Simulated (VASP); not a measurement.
Here is a VASP 6.6.1 calculation.

The input INCAR:

```
PREC = Accurate
ENCUT = 500
EDIFF = 1E-6
ISMEAR = -5
SIGMA = 0.1
LREAL = F
LASPH = T
NELM = 120
ALGO = Normal
ISIF = 2
LWAVE = F
LCHARG = F
GGA = PE
NBANDS = 12
GGA_COMPAT = F
```

KPOINTS

```
regular mesh
0
Gamma
  4 4 4
```

POSCAR

```
Hg
1.0
    2.2339762741     -2.0458582601      0.0000000000
    2.2339762741      2.0458582601      0.0000000000
   -0.3487351701      0.0000000000      3.0398006871
Hg
1
Direct
    0.5000000000      0.5000000000      0.5000000000
```

Potentials or basis: VASP PAW PBE potentials, release 64 (Hg).

The run is started by

```console
$ cat potpaw_PBE.64/Hg/POTCAR > POTCAR
$ mpirun -np 1 vasp_std > vasp.out
```

(1) Predict the band gap on the k mesh.

(2) What does it give for the pressure?

Answers

(1) zero (band 6 reaches 5.07 eV, above the bottom of band 7 at 0.18 eV).

(2) 7.8 GPa.

Caveat: the k points lie up to 0.52 Å⁻¹ apart; spin-orbit coupling is left out, which moves the levels of the heavy elements; tetrahedron occupations give inexact forces and stress in metals.
